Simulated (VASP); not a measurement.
Set up this calculation in VASP 6.6.1, as the native input.

```yaml
Task: single point
Functional: r2SCANh
Potentials_or_basis: VASP PAW PBE potentials, release 64 (Pd)
Cutoff: 520 eV
k_mesh: 6 × 6 × 6
Occupations: fermi-dirac, width 0.05 eV
Spin: no spin polarisation
Dipole_correction: no
Grid_for_exact_exchange_PRECFOCK: Normal
Further_INCAR_settings: ALGO = Normal; EDIFF = 1e-06; NBANDS = 11
Share_of_exact_exchange: 0.1
```

Crystal: Pd.

```xyz
1
Lattice="0.0000 1.9847 1.9847 1.9847 0.0000 1.9847 1.9847 1.9847 0.0000" Properties=species:S:1:pos:R:3 pbc="T T T"
Pd    0.0000    0.0000    0.0000
```

These files were run (other wordings do the same):

POSCAR

```
Pd
1.0
    0.0000000000      1.9846763588      1.9846763588
    1.9846763588      0.0000000000      1.9846763588
    1.9846763588      1.9846763588      0.0000000000
Pd
1
Direct
    0.0000000000      0.0000000000      0.0000000000
```

INCAR.step1

```
PREC = Accurate
ENCUT = 520
EDIFF = 1E-5
ISMEAR = -1
SIGMA = 0.05
LREAL = F
LASPH = T
NELM = 60
ALGO = Normal
ISIF = 2
LWAVE = T
LCHARG = F
NBANDS = 11
GGA = PE
```

INCAR.step2

```
PREC = Accurate
ENCUT = 520
EDIFF = 1E-6
ISMEAR = -1
SIGMA = 0.05
LREAL = F
LASPH = T
NELM = 60
ALGO = Normal
ISIF = 2
LWAVE = F
LCHARG = F
METAGGA = R2SCAN
LHFCALC = T
AEXX = 0.1
LMIXTAU = T
PRECFOCK = Normal
NBANDS = 11
ISTART = 1
```

KPOINTS

```
regular mesh
0
Gamma
  6 6 6
```

Potentials or basis: VASP PAW PBE potentials, release 64 (Pd).

Run with:

```bash
$ cat potpaw_PBE.64/Pd/POTCAR > POTCAR
$ cp INCAR.step1 INCAR
$ mpirun -np 1 vasp_std > vasp.out
$ cp INCAR.step2 INCAR
$ mpirun -np 1 vasp_std > vasp.out
```

It gave:

```json
{
  "Pressure": "-8.8 GPa",
  "Band gap on the k mesh": "zero (bands 5 and 6 overlap by 2.04 eV)"
}
```

Caveat: the k points lie up to 0.46 Å⁻¹ apart, too coarse for converged energies and pressures of a metal; the PAW data sets were made with another functional, which shifts forces and pressure a little.

It took 5 min on 1 thread of Intel(R) Xeon(R) Platinum 8259CL CPU @ 2.50GHz (Skylake/Cascade Lake) (shared host), peak memory 0.16 GiB.
